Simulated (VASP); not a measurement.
Wanted: the native input for a VASP 6.6.1 run.

* Task: single point
* Functional: PBE
* Potentials or basis: VASP PAW PBE potentials, release 64 (B, N)
* Cutoff: 520 eV
* k mesh: 12 × 12 × 6
* Occupations: gaussian, width 0.05 eV
* Spin: no spin polarisation
* Dipole correction: no
* Further INCAR settings: ALGO = Normal; EDIFF = 1e-06; NBANDS = 16

The structure of BN lies in POSCAR:

```
BN
1.0
    2.5539396017      0.0000000000      0.0000000000
   -1.2769698009      2.2117765748      0.0000000000
    0.0000000000      0.0000000000      4.2268550000
B N
2 2
Direct
    0.6666666667      0.3333333333      0.9997240000
    0.3333333333      0.6666666667      0.4997240000
    0.6666666667      0.3333333333      0.5779594964
    0.3333333333      0.6666666667      0.1252760000
```

This cell differs from its parent crystal: atom 3 (N) moved by (+0.000, -0.200) A along [1 1 0] and z.

The input as run:

INCAR

```
  ALGO = Normal
  EDIFF = 1E-6
  ENCUT = 520
  GGA = PE
  ISIF = 2
  ISMEAR = 0
  LASPH = T
  LCHARG = F
  LREAL = F
  LWAVE = F
  NBANDS = 16
  NELM = 80
  PREC = Accurate
  SIGMA = 0.05
```

KPOINTS

```
k-points
0
Gamma
  12 12 6
```

Potentials or basis: VASP PAW PBE potentials, release 64 (B, N).

The run is started by

```bash
$ cat potpaw_PBE.64/B/POTCAR potpaw_PBE.64/N/POTCAR > POTCAR
$ mpirun -np 1 vasp_std > vasp.out
```

Results of the run:

* Pressure: 7.3 GPa
* Largest force: 5.880 eV/Å
* Band gap on the k mesh: 5.20 eV, indirect (least direct gap 6.64 eV)

Caveat: the cell differs from its parent crystal (atom 3 (N) moved by (+0.000, -0.200) A along [1 1 0] and z); forces of over 1 eV/Å act on the atoms, so gaps and moduli don't describe the material at rest.

Run time: 21 s on 1 thread of AMD EPYC 9R45 96-Core Processor (Zen 5) (shared host), peak memory 0.12 GiB.
